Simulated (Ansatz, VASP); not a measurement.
**One calculation of ZnSe, two programs**

```
CELL_PARAMETERS angstrom
0.00000 2.78376 2.78376
2.78376 0.00000 2.78376
2.78376 2.78376 0.00000
ATOMIC_POSITIONS crystal
Zn 0.00000 0.00000 0.00000
Se 0.25000 0.25000 0.25000
```

Alike in both runs: task single point; functional LDA; k mesh 8 × 8 × 8; occupations gaussian, width 0.02 eV; no spin polarisation.

|  | VASP | Ansatz |
| --- | --- | --- |
| version | VASP 6.6.1 | Ansatz 0.2.0 |
| potentials or method | VASP PAW LDA potentials, release 64 (Zn, Se), cutoff 500 eV | scalar-relativistic, plane waves, PAW |
| valence electrons in the cell | 18 | 28 |

Ansatz gave:

| Quantity | Value |
| --- | --- |
| gap on the k mesh at the Fermi level (eV) | 1.25 |
| least direct gap on the mesh (eV) | 1.25 |
| pressure (GPa) | 0.0 |

Q: What did VASP give for the same quantities?

A: gap on the k mesh at the Fermi level (eV): 1.29; least direct gap on the mesh (eV): 1.29; pressure (GPa): 0.4.

LDA's correlation is that of Perdew and Zunger in VASP and of Perdew and Wang (1992) in Ansatz. VASP's potentials hold 18 valence electrons a cell and Ansatz's 28, so a difference there can come from the potentials and not from the codes.
